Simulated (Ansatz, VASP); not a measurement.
Ni in VASP and in Ansatz

The input INCAR:

```
SYSTEM = Ni
ALGO = Normal ; EDIFF = 1E-6
ENCUT = 520 ; ISIF = 2
ISMEAR = 0 ; ISPIN = 2
LASPH = .TRUE. ; LCHARG = .TRUE.
LELF = .TRUE. ; LMAXMIX = 4
LORBIT = 11 ; LREAL = .FALSE.
LVHAR = .TRUE. ; LWAVE = .FALSE.
MAGMOM = 2 ; NBANDS = 15
NELM = 150 ; PREC = Accurate
SIGMA = 0.1
```

KPOINTS

```
k-points
0
G
  12 12 12
  0 0 0
```

POSCAR

```
Ni
1.0
    0.0000000000      1.7584000000      1.7584000000
    1.7584000000      0.0000000000      1.7584000000
    1.7584000000      1.7584000000      0.0000000000
Ni
1
Direct
    0.0000000000      0.0000000000      0.0000000000
```

Input for Ansatz:

```yaml
crystal:
  lattice:
    - [0.0, 1.7584, 1.7584]
    - [1.7584, 0.0, 1.7584]
    - [1.7584, 1.7584, 0.0]
  atoms:
    - { symbol: Ni, position: [0.0, 0.0, 0.0], spin: 2.0 }
magnetization:
  spin_polarized: true
hamiltonian:
  xc: lda
  pseudopotentials: { kind: paw }
basis:
  ecutwfc: 420
kpoints:
  mp_grid: { grid: [12, 12, 12] }
scf:
  occupations: { method: gaussian, width: 0.1 }
  lower_state_search: "off"
output:
  forces: true
  stress: true
```

Alike in both runs: task single point; functional LDA; k mesh 12 × 12 × 12; occupations gaussian, width 0.1 eV; collinear spin.

|  | VASP | Ansatz |
| --- | --- | --- |
| version | VASP 6.6.1 | Ansatz 0.2.0 |
| potentials or method | VASP PAW LDA potentials, release 64 (Ni), cutoff 520 eV | PAW, plane waves, scalar-relativistic |
| valence electrons in the cell | 10 | 18 |

Ansatz gave:

* pressure (GPa): -16.6
* net moment per atom (μB): 0.66
* size of the moment on the site where the two differ most (μB): 0.69

Problem. What did VASP give for the same quantities?

Solution. Pressure (GPa): -16.9; net moment per atom (μB): 0.58; size of the moment on the site where the two differ most (μB): 0.58.

LDA's correlation is that of Perdew and Zunger in VASP and of Perdew and Wang (1992) in Ansatz. Site moments also hang on the region over which each program counts them. VASP's potentials hold 10 valence electrons a cell and Ansatz's 18, so a difference there can come from the potentials and not from the codes.
